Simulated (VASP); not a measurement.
# Mn (Fm-3m) in VASP: a series of runs

Runs on Mn. Level: PBE. Tasks: relaxation of cell and atoms, single point.

All numbers are computed with VASP 6.6.1; they aren't measurements. Logs are shortened: lines on timing, memory, paths and dates and some standing lists are left out, and cuts for length are marked.

## Step 1: The cell of the first run

Symmetry: Fm-3m, No. 225, cubic system. Conventional cell: a = 3.609 Å, b = 3.609 Å, c = 3.609 Å, α = 90.00°, β = 90.00°, γ = 90.00°. Mn (site symmetry m-3m) has 12 Mn at 2.55 Å within 3.4 Å.

This isn't the form of Mn at room conditions, which is a 58-atom cubic cell.

## Step 2: Relaxation of cell and atoms, PBE, collinear spin, antiferromagnetic start

Contents of INCAR:

```
SYSTEM = Mn
  ALGO = Normal
  EDIFF = 1E-7
  EDIFFG = -0.01
  ENCUT = 500
  GGA = PE
  GGA_COMPAT = .FALSE.
  IBRION = 2
  ISIF = 3
  ISMEAR = -1
  ISPIN = 2
  LASPH = .TRUE.
  LCHARG = .FALSE.
  LMAXMIX = 4
  LORBIT = 11
  LREAL = .FALSE.
  LWAVE = .FALSE.
  MAGMOM = 3 -3
  NELM = 200
  NELMIN = 4
  NSW = 80
  PREC = Accurate
  SIGMA = 0.05
```

Contents of KPOINTS:

```
k-points
0
G
  12 12 9
  0 0 0
```

Contents of POSCAR:

```
Mn
1.0
    2.5517904449      0.0000000000      0.0000000000
    0.0000000000      2.5517904449      0.0000000000
    0.0000000000      0.0000000000      3.6087766556
Mn
2
Direct
    0.0000000000      0.0000000000      0.0000000000
    0.5000000000      0.5000000000      0.5000000000
```

Potentials or basis: VASP PAW PBE potentials, release 64 (Mn_pv).

Run with:

```bash
$ cat potpaw_PBE.64/Mn_pv/POTCAR > POTCAR
$ mpirun -np 1 vasp_std > vasp.out
```

OUTCAR:

```text
SYSTEM = Mn
   EDIFF = 1E-7
   EDIFFG = -0.01
   ENCUT = 500
   GGA = PE
   IBRION = 2
   ISIF = 3
   ISMEAR = -1
   ISPIN = 2
   LASPH = .TRUE.
   LORBIT = 11
   LREAL = .FALSE.
   NELM = 200
   NELMIN = 4
   NSW = 80
   PREC = Accurate

 ion  position               nearest neighbor table
   1  0.000  0.000  0.000-   2 2.55   2 2.55   2 2.55   2 2.55   2 2.55   2 2.55   2 2.55   2 2.55

   2  0.500  0.500  0.500-   1 2.55   1 2.55   1 2.55   1 2.55   1 2.55   1 2.55   1 2.55   1 2.55

  LATTYP: Found a simple tetragonal cell.
 ALAT       =     2.5517904449
 C/A-ratio  =     1.4142135624

  Lattice vectors:

 A1 = (   2.5517904449,   0.0000000000,   0.0000000000)
 A2 = (   0.0000000000,   2.5517904449,   0.0000000000)
 A3 = (   0.0000000000,   0.0000000000,   3.6087766556)

Analysis of symmetry for initial positions (statically):
=====================================================================
 Subroutine PRICEL returns following result:

  LATTYP: Found a face centered cubic cell.
 ALAT       =     3.6087766556

  Lattice vectors:

 A1 = (  -1.2758952224,  -1.2758952224,  -1.8043883278)
 A2 = (   1.2758952225,  -1.2758952225,  -1.8043883278)
 A3 = (   0.0000000000,  -2.5517904449,   0.0000000000)

   2 primitive cells build up your supercell.

 Routine SETGRP: Setting up the symmetry group for a
 simple tetragonal supercell.

 Subroutine GETGRP returns: Found 16 space group operations
 (whereof 16 operations were pure point group operations)
 out of a pool of 16 trial point group operations.

The static configuration has the point symmetry D_4h.

Analysis of symmetry for dynamics (positions and initial velocities):
=====================================================================
 Subroutine PRICEL returns following result:

  LATTYP: Found a face centered cubic cell.
 ALAT       =     3.6087766556

  Lattice vectors:

 A1 = (  -1.2758952224,  -1.2758952224,  -1.8043883278)
 A2 = (   1.2758952225,  -1.2758952225,  -1.8043883278)
 A3 = (   0.0000000000,  -2.5517904449,   0.0000000000)

   2 primitive cells build up your supercell.

 Routine SETGRP: Setting up the symmetry group for a
 simple tetragonal supercell.

 Subroutine GETGRP returns: Found 16 space group operations
 (whereof 16 operations were pure point group operations)
 out of a pool of 16 trial point group operations.

The dynamic configuration has the point symmetry D_4h.

Analysis of structural, dynamic, and magnetic symmetry:
=====================================================================
 Subroutine PRICEL returns following result:

  LATTYP: Found a face centered cubic cell.
 ALAT       =     3.6087766556

  Lattice vectors:

 A1 = (  -1.2758952224,  -1.2758952224,  -1.8043883278)
 A2 = (   1.2758952225,  -1.2758952225,  -1.8043883278)
 A3 = (   0.0000000000,  -2.5517904449,   0.0000000000)

   2 primitive cells build up your supercell.

 Routine SETGRP: Setting up the symmetry group for a
 simple tetragonal supercell.

 Subroutine GETGRP returns: Found 16 space group operations
 (whereof 16 operations were pure point group operations)
 out of a pool of 16 trial point group operations.

The overall configuration has the point symmetry D_4h.

 Subroutine INISYM returns: Found 16 space group operations
 (whereof 16 operations are pure point group operations),
 and found     2 'primitive' translations

----------------------------------------------------------------------------------------

                                     Primitive cell

  volume of cell :      11.7495

  direct lattice vectors                    reciprocal lattice vectors
    -1.275895222 -1.275895222 -1.804388328    -0.391881709 -0.000000000 -0.277102214
     1.275895222 -1.275895222 -1.804388328     0.391881709 -0.000000000 -0.277102214
     0.000000000 -2.551790445  0.000000000     0.000000000 -0.391881709  0.277102214

  length of vectors
     2.551790445  2.551790445  2.551790445     0.479955113  0.479955113  0.479955113

  position of ions in fractional coordinates (direct lattice)
     0.000000000  0.000000000  0.000000000

  ion indices of the primitive-cell ions
   primitive index   ion index
                 1           1

----------------------------------------------------------------------------------------

 KPOINTS: k-points

Automatic generation of k-mesh.
 Grid dimensions read from file:
 generate k-points for:   12   12    9

 Generating k-lattice:

  Cartesian coordinates                     Fractional coordinates (reciprocal lattice)
     0.032656809  0.000000000  0.000000000     0.083333333  0.000000000  0.000000000
     0.000000000  0.032656809  0.000000000     0.000000000  0.083333333  0.000000000
     0.000000000  0.000000000  0.030789135     0.000000000  0.000000000  0.111111111

  Length of vectors
     0.032656809  0.032656809  0.030789135

  Shift w.r.t. Gamma in fractional coordinates (k-lattice)
     0.000000000  0.000000000  0.000000000

 Subroutine IBZKPT returns following result:
 ===========================================

 Found    140 irreducible k-points:

 Following reciprocal coordinates:
            Coordinates               Weight
  0.000000  0.000000  0.000000      1.000000
  0.083333  0.000000  0.000000      4.000000
  0.166667  0.000000  0.000000      4.000000
  0.250000  0.000000  0.000000      4.000000
  0.333333  0.000000  0.000000      4.000000
  0.416667  0.000000  0.000000      4.000000
[... 16 lines left out ...]
  0.333333  0.333333  0.000000      4.000000
  0.416667  0.333333  0.000000      8.000000
 [... further k-points ...]
   k-points           NKPTS =    140   k-points in BZ     NKDIM =    140   number of bands    NBANDS=     17
   number of dos      NEDOS =    301   number of ions     NIONS =      2
   total plane-waves  NPLWV =  11200
   dimension x,y,z NGX =    20 NGY =   20 NGZ =   28
   dimension x,y,z NGXF=    40 NGYF=   40 NGZF=   56
   ions per type =               2
   NGX,Y,Z   is equivalent  to a cutoff of  13.03, 13.03, 12.90 a.u.
   NGXF,Y,Z  is equivalent  to a cutoff of  26.06, 26.06, 25.80 a.u.
 SYSTEM =  Mn
   PREC   = accura    normal or accurate (medium, high low for compatibility)
   ISTART =      0    job   : 0-new  1-cont  2-samecut
   ICHARG =      2    charge: 1-file 2-atom 10-const
   ISPIN  =      2    spin polarized calculation?
   LNONCOLLINEAR =      F non collinear calculations
   LSORBIT =      F    spin-orbit coupling
   LASPH  =      T    aspherical Exc in radial PAW
   ENCUT  =  500.0 eV  36.75 Ry    6.06 a.u.   4.65  4.65  6.58*2*pi/ulx,y,z
   NELM   =    200;   NELMIN=  4; NELMDL= -5     # of ELM steps
   EDIFF  = 0.1E-06   stopping-criterion for ELM
   LREAL  =      F    real-space projection
   EDIFFG = -.1E-01   stopping-criterion for IOM
   NSW    =     80    number of steps for IOM
   IBRION =      2    ionic relax: 0-MD 1-quasi-New 2-CG
   NFREE  =      1    steps in history (QN), initial steepest desc. (CG)
   ISIF   =      3    stress and relaxation
   ISYM   =      2    0-nonsym 1-usesym 2-fastsym
   POTIM  = 0.5000    time-step for ionic-motion
   TEBEG  =    0.0;   TEEND  =   0.0 temperature during run
   PSTRESS=    0.0 pullay stress
   NELECT =      26.0000    total number of electrons
   NUPDOWN=      -1.0000    fix difference up-down
   EMIN   =  10.00;   EMAX   =-10.00  energy-range for DOS
   EFERMI =   0.00;   METHOD = LEGACY
   ISMEAR =    -1;   SIGMA  =   0.05  broadening in eV -4-tet -1-fermi 0-gaus
   EFERMI_NEDOS =   21; number of points for ismear=-14 and -15
   IALGO  =     38    algorithm
   IMIX   =      4    mixing-type and parameters
     AMIX     =   0.40;   BMIX     =  1.00
     AMIX_MAG =   1.60;   BMIX_MAG =  1.00
  volume/ion in A,a.u.               =      11.75        79.29
  Fermi-wavevector in a.u.,A,eV,Ry     =   1.693230  3.199741 39.008279  2.867028
  Thomas-Fermi vector in A             =   2.774673
   LORBIT       =     11    0 simple, 1 ext, 2 COOP (PROOUT), +10 PAW based schemes
   GGA     = PE    functional components
   LHFCALC =     F    Hartree Fock is set to
   AEXX    =    0.0000 exact exchange contribution
   IVDW    =     0    specifies the selected vdW correction
   LEPSILON=     F    determine dielectric tensor
   LRPA    =     F    only Hartree local field effects (RPA)
 conjugate gradient relaxation of ions
 spin polarized calculation
  energy-cutoff  :      500.00
  volume of cell :       23.50
 maximum number of plane-waves:       613
 NGX is ok and might be reduce to    20
   NGX =  9   NGY =  9   NGZ = 13

--------------------------------------- Ionic step        1  -------------------------------------------

 number of electron      26.0000002 magnetization      -0.0000000

 number of electron      26.0000002 magnetization       0.0000000

 Free energy of the ion-electron system (eV)
  ---------------------------------------------------
  ext. energy  EPLUGINS =         0.00000000
  ---------------------------------------------------
  free energy    TOTEN  =       -17.92581251 eV

  energy without entropy =      -17.90707797  energy(sigma->0) =      -17.91644524

------------------------ aborting loop because EDIFF is reached ----------------------------------------

  FORCE on cell =-STRESS in cart. coord.  units (eV):
  Direction    XX          YY          ZZ          XY          YZ          ZX
  --------------------------------------------------------------------------------------
  -------------------------------------------------------------------------------------
  Total       -0.0722327     -0.0722327     -1.2347036      0.0000000      0.0000000     -0.0000000
  in kB       -4.9248633     -4.9248633    -84.1827857      0.0000000      0.0000000     -0.0000000
  external PRESSURE =     -31.3441707 kB  Pullay stress =       0.0000000 kB
[... 173 lines left out ...]
--------------------------------------- Ionic step        6  -------------------------------------------

 number of electron      25.9999989 magnetization       0.0000000

 number of electron      25.9999989 magnetization      -0.0000000

 Free energy of the ion-electron system (eV)
  ---------------------------------------------------
  ext. energy  EPLUGINS =         0.00000000
  ---------------------------------------------------
  free energy    TOTEN  =       -17.95058540 eV

  energy without entropy =      -17.93156152  energy(sigma->0) =      -17.94107346

 E-fermi :   9.7177     XC(G=0): -13.6047

 val. band max:        9.7116457610   @ k =   0.2500   0.0833   0.1111
 cond. band min:       9.7186694684   @ k =   0.1667   0.0833   0.2222
 fundamental gap:      0.0070237074
 Fermi energy:         9.7177422411

 spin component 1

 k-point     1 :       0.0000    0.0000    0.0000
  band No.  band energies     occupation
      1     -39.2178      1.00000
      2     -38.9089      1.00000
      3     -38.9089      1.00000
      4     -37.1137      1.00000
      5     -36.9544      1.00000
      6     -36.9544      1.00000
[... 9 lines left out ...]
     16      11.9139      0.00000
     17      12.0869      0.00000
[... 443 lines left out ...]
      1     -39.1481      1.00000
      2     -39.1317      1.00000
      3     -39.0943      1.00000
      4     -37.1965      1.00000
      5     -37.1384      1.00000
      6     -37.1047      1.00000
[... 9 lines left out ...]
     16      11.8131      0.00000
     17      11.8178      0.00000

 [... further k-points ...]

 spin component 2

 k-point     1 :       0.0000    0.0000    0.0000
  band No.  band energies     occupation
      1     -39.2178      1.00000
      2     -38.9089      1.00000
      3     -38.9089      1.00000
      4     -37.1137      1.00000
      5     -36.9544      1.00000
      6     -36.9544      1.00000
[... 9 lines left out ...]
     16      11.9139      0.00000
     17      12.0869      0.00000
[... 443 lines left out ...]
      1     -39.1481      1.00000
      2     -39.1317      1.00000
      3     -39.0943      1.00000
      4     -37.1965      1.00000
      5     -37.1384      1.00000
      6     -37.1047      1.00000
[... 9 lines left out ...]
     16      11.8131      0.00000
     17      11.8178      0.00000

 [... further k-points ...]

------------------------ aborting loop because EDIFF is reached ----------------------------------------

  FORCE on cell =-STRESS in cart. coord.  units (eV):
  Direction    XX          YY          ZZ          XY          YZ          ZX
  --------------------------------------------------------------------------------------
  -------------------------------------------------------------------------------------
  Total        0.0011766      0.0011766      0.0064346      0.0000000      0.0000000      0.0000000
  in kB        0.0822993      0.0822993      0.4500725      0.0000000      0.0000000      0.0000000
  external PRESSURE =       0.2048904 kB  Pullay stress =       0.0000000 kB
[... 17 lines left out ...]
  FREE ENERGIE OF THE ION-ELECTRON SYSTEM (eV)
  ---------------------------------------------------
  free  energy   TOTEN  =       -17.9505853987 eV

  energy  without entropy=      -17.9315615199  energy(sigma->0) =      -17.94107346

 reached required accuracy - stopping structural energy minimisation

 total charge

# of ion       s       p       d       tot
------------------------------------------
    1        0.408   6.371   5.088  11.867
    2        0.408   6.371   5.088  11.867
--------------------------------------------------
tot          0.816  12.742  10.175  23.733

 magnetization (x)

# of ion       s       p       d       tot
------------------------------------------
    1        0.024   0.030   1.822   1.875
    2       -0.024  -0.030  -1.822  -1.875
--------------------------------------------------
tot          0.000   0.000   0.000   0.000
```

It took 2.8 min on 1 thread of Intel Xeon 6975P-C (Granite Rapids), shared host; peak memory 0.2 GiB.

What came out:

```
Free energy                                           : -17.9506 eV
Relaxed volume                                        : 11.45 Å³/atom
Relaxed cell                                          : a = 2.572 Å, b = 2.572 Å, c = 3.463 Å, α = 90.00°, β = 90.00°, γ = 90.00°
Space group after relaxing (to 0.1 Å)                 : I4/mmm (No. 139)
Energy gained by relaxing                             : 12.4 meV/atom
Ionic steps                                           : 6
Pressure after relaxing                               : 0.0 GPa
Band gap on the k mesh                                : zero (filled and empty bands overlap)
Net moment                                            : 0.00 μB per cell
Site moments                                          : Mn +1.88, -1.88 μB
Valence electrons inside the program's atomic spheres : Mn 11.87
```

The path:
| step | energy change (eV) | largest force (eV/Å) | pressure (GPa) | volume (Å³) |
| --- | --- | --- | --- | --- |
| 1 | 0.0000 | 0.0000 | -3.13 | 23.50 |
| 2 | -0.0204 | 0.0000 | 1.47 | 22.72 |
| 3 | -0.0206 | 0.0000 | 1.79 | 22.67 |
| 4 | -0.0247 | 0.0000 | -0.12 | 22.93 |
| 5 | -0.0247 | 0.0000 | -0.18 | 22.94 |
| 6 | -0.0248 | 0.0000 | 0.02 | 22.91 |

Final structure:
```
Mn
1.0
     2.57191    0.00000    0.00000
     0.00000    2.57191    0.00000
     0.00000    0.00000    3.46286
Mn
2
Direct
  0.00000 0.00000 0.00000
  0.50000 0.50000 0.50000
```

Levels at points of the mesh, in eV from the Fermi level:
Spin up:
```csv
k point,band 11,band 12,band 13,band 14,band 15,band 16
"(0.00, 0.00, 0.00)",-1.34,-0.56,-0.23,0.87,2.20,2.20
"(0.50, 0.00, 0.00)",-1.17,-1.14,-0.95,-0.44,0.92,1.36
"(0.50, 0.50, 0.00)",1.10,1.25,2.14,2.17,2.17,2.55
```
Spin down:
```csv
k point,band 9,band 10,band 11,band 12,band 13,band 14,band 15,band 16,band 17
"(0.00, 0.00, 0.00)",-3.71,-1.34,-1.34,-0.56,-0.23,0.87,2.20,2.20,2.37
"(0.50, 0.00, 0.00)",-2.51,-2.45,-1.17,-1.14,-0.95,-0.44,0.92,1.36,2.50
"(0.50, 0.50, 0.00)",-3.62,-3.62,1.10,1.25,2.14,2.17,2.17,2.55,2.83
```

## Step 3: Single point, PBE, collinear spin, ferromagnetic start (9.45 Å³/atom)

Contents of INCAR:

```
SYSTEM = Mn
  ALGO = Normal
  EDIFF = 1E-6
  ENCUT = 520
  GGA = PE
  ISIF = 2
  ISMEAR = -1
  ISPIN = 2
  LASPH = .TRUE.
  LCHARG = .FALSE.
  LMAXMIX = 4
  LORBIT = 11
  LREAL = .FALSE.
  LWAVE = .FALSE.
  MAGMOM = 3
  NBANDS = 16
  NELM = 150
  PREC = Accurate
  SIGMA = 0.05
```

Contents of KPOINTS:

```
k-points
0
G
  17 17 17
  0 0 0
```

Contents of POSCAR:

```
Mn
1.0
    0.0000000000      1.6781247549      1.6781247549
    1.6781247549      0.0000000000      1.6781247549
    1.6781247549      1.6781247549      0.0000000000
Mn
1
Direct
    0.0000000000      0.0000000000      0.0000000000
```

Potentials or basis: VASP PAW PBE potentials, release 64 (Mn_pv).

Run with:

```bash
$ cat potpaw_PBE.64/Mn_pv/POTCAR > POTCAR
$ mpirun -np 1 vasp_std > vasp.out
```

It took 30 s on 1 thread of AMD EPYC 9R45 (Zen 5), shared host; peak memory 0.12 GiB.

It converged, with:

| Item | Value |
| --- | --- |
| Free energy | -8.7492 eV |
| Pressure | 47.8 GPa |
| Net moment | 0.00 μB per cell |
| Valence electrons inside the program's atomic spheres | Mn 12.28 |

Levels at points of the mesh, in eV from the Fermi level:
Spin up:
| k point | band 3 | band 4 | band 5 | band 6 | band 7 | band 8 | band 9 | band 10 | band 11 | band 12 |
| --- | --- | --- | --- | --- | --- | --- | --- | --- | --- | --- |
| (0.00, 0.00, 0.00) | -47.55 | -8.86 | -1.39 | -1.39 | -1.39 | 0.65 | 0.65 | 22.24 | 28.95 | 28.95 |
Spin down:
| k point | band 5 | band 6 | band 7 | band 8 | band 9 | band 10 |
| --- | --- | --- | --- | --- | --- | --- |
| (0.00, 0.00, 0.00) | -1.39 | -1.39 | -1.39 | 0.65 | 0.65 | 22.24 |

Caveat: the cell stands under pressure.

## Step 4: Single point, PBE, collinear spin, ferromagnetic start (11.60 Å³/atom)

Contents of INCAR:

```
PREC     = Accurate       # precision mode
ENCUT    = 520            # plane-wave cutoff, eV
EDIFF    = 1E-7           # SCF threshold, eV
ISMEAR   = -1             # smearing method
SIGMA    = 0.05           # smearing width, eV
LREAL    = F              # projectors in reciprocal space
LASPH    = T              # aspherical terms in the spheres
NELM     = 150            # most SCF steps
ALGO     = Normal         # electronic algorithm
ISIF     = 2              # what is computed and relaxed
LWAVE    = F              # write WAVECAR
LCHARG   = F              # write CHGCAR
ISPIN    = 2              # spin polarisation
MAGMOM   = 3              # initial moments
LORBIT   = 11             # projections on sites
LMAXMIX  = 4              # l up to which the mixer works
GGA      = PE             # functional
NBANDS   = 16             # bands
```

Contents of KPOINTS:

```
regular mesh
0
Gamma
  17 17 17
```

Contents of POSCAR:

```
Mn
1.0
    0.0000000000      1.7966822270      1.7966822270
    1.7966822270      0.0000000000      1.7966822270
    1.7966822270      1.7966822270      0.0000000000
Mn
1
Direct
    0.0000000000      0.0000000000      0.0000000000
```

Run with:

```bash
$ cat potpaw_PBE.64/Mn_pv/POTCAR > POTCAR
$ mpirun -np 1 vasp_std > vasp.out
```

It took 53 s on 1 thread of AMD EPYC 9R45 (Zen 5), shared host; peak memory 0.13 GiB.

Results (log left out):

```yaml
Free_energy: -8.8700 eV
Pressure: -18.1 GPa
Net_moment: 0.09 μB per cell
Site_moments: Mn +0.09 μB
Valence_electrons_inside_the_program's_atomic_spheres: Mn 11.84
```

Levels at points of the mesh, in eV from the Fermi level:
Spin up:
```csv
k point,band 3,band 4,band 5,band 6,band 7,band 8,band 9,band 10,band 11,band 12
"(0.00, 0.00, 0.00)",-47.76,-7.96,-1.05,-1.05,-1.05,0.40,0.40,20.88,26.16,26.16
```
Spin down:
```
           k point  band 3  band 4  band 5  band 6  band 7  band 8  band 9  band 10  band 11  band 12
(0.00, 0.00, 0.00)  -47.65   -7.94   -1.00   -1.00   -1.00    0.56    0.56    20.87    26.20    26.20
```

Caveat: the cell stands under tension.
